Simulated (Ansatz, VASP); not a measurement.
## Rb4SrSn: VASP beside Ansatz

```
Rb Sr Sn
1.0
     0.00000    5.58537    5.58537
     5.58537    0.00000    5.58537
     5.58537    5.58537    0.00000
Rb Sr Sn
4 1 1
Cartesian
  7.0070 4.1637 4.1637
  4.1637 7.0070 4.1637
  4.1637 4.1637 7.0070
  7.0070 7.0070 7.0070
  2.7927 2.7927 2.7927
  0.0000 0.0000 0.0000
```

Change from the starting cell: species swapped into the TbHoCo4 type (F-43m, No. 216).

Alike in both runs: task relaxation of cell and atoms; functional PBE; k mesh 6 × 6 × 6; occupations gaussian, width 0.1 eV; no spin polarisation.

```csv
,VASP,Ansatz
version,VASP 6.6.1,Ansatz 0.2.0
potentials or method,"VASP PAW PBE potentials, release 64 (Rb_sv, Sr_sv, Sn_d), cutoff 600 eV","scalar-relativistic, plane waves, PAW"
valence electrons in the cell,60,60
```

Ansatz gave:

```
gap on the k mesh at the Fermi level, each at its own relaxed structure (eV) : none
relaxed volume (Å³/atom)                                                     : 58.78
relaxed cell length with the largest relative difference (Å)                 : 7.931
```

**Question.** Estimate VASP's values.

**Answer.** gap on the k mesh at the Fermi level, each at its own relaxed structure (eV): none; relaxed volume (Å³/atom): 58.57; relaxed cell length with the largest relative difference (Å): 7.921.

A gap of «none» marks a metal or a gap that the smearing closes.
